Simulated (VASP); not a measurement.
Set up this calculation in VASP 6.6.1, as the native input.

```yaml
Task: single point
Functional: PBE
Potentials_or_basis: VASP PAW PBE potentials, release 64 (Mo_sv)
Cutoff: 520 eV
k_mesh: 10 × 10 × 16
Occupations: fermi-dirac, width 0.1 eV
Spin: no spin polarisation
Dipole_correction: no
Further_INCAR_settings: ALGO = Normal; EDIFF = 1e-07; NBANDS = 28
```

The structure of Mo lies in POSCAR:

```
Mo
1.0
    4.5406153485      0.0000000000      0.0000000000
   -2.2703076742      3.9322882406      0.0000000000
    0.0000000000      0.0000000000      2.4927152059
Mo
3
Direct
    0.0000000000      0.0000000000      1.0000000000
    0.3333333333      0.6666666667      0.5000000000
    0.6666666667      0.3333333333      0.5000000000
```

This isn't the form of Mo at room conditions, which is bcc.

The input as run:

INCAR

```
SYSTEM = Mo
PREC = Accurate
ENCUT = 520
EDIFF = 1E-7
ISMEAR = -1
SIGMA = 0.1
LREAL = .False.
LASPH = .True.
NELM = 80
ALGO = Normal
ISIF = 2
LWAVE = .False.
LCHARG = .False.
GGA = PE
NBANDS = 28
```

KPOINTS

```
Automatic mesh
0
Gamma
  10 10 16
  0 0 0
```

Potentials or basis: VASP PAW PBE potentials, release 64 (Mo_sv).

Run with:

```sh
$ cat potpaw_PBE.64/Mo_sv/POTCAR > POTCAR
$ mpirun -np 1 vasp_std > vasp.out
```

Results of the run:

* Pressure: 24.4 GPa
* Band gap on the k mesh: zero (bands 21 and 22 overlap by 1.56 eV)

Caveat: the cell stands under pressure.

It took 56 s on 1 thread of Intel(R) Xeon(R) 6975P-C (Granite Rapids), on a shared host, peak memory 0.25 GiB.
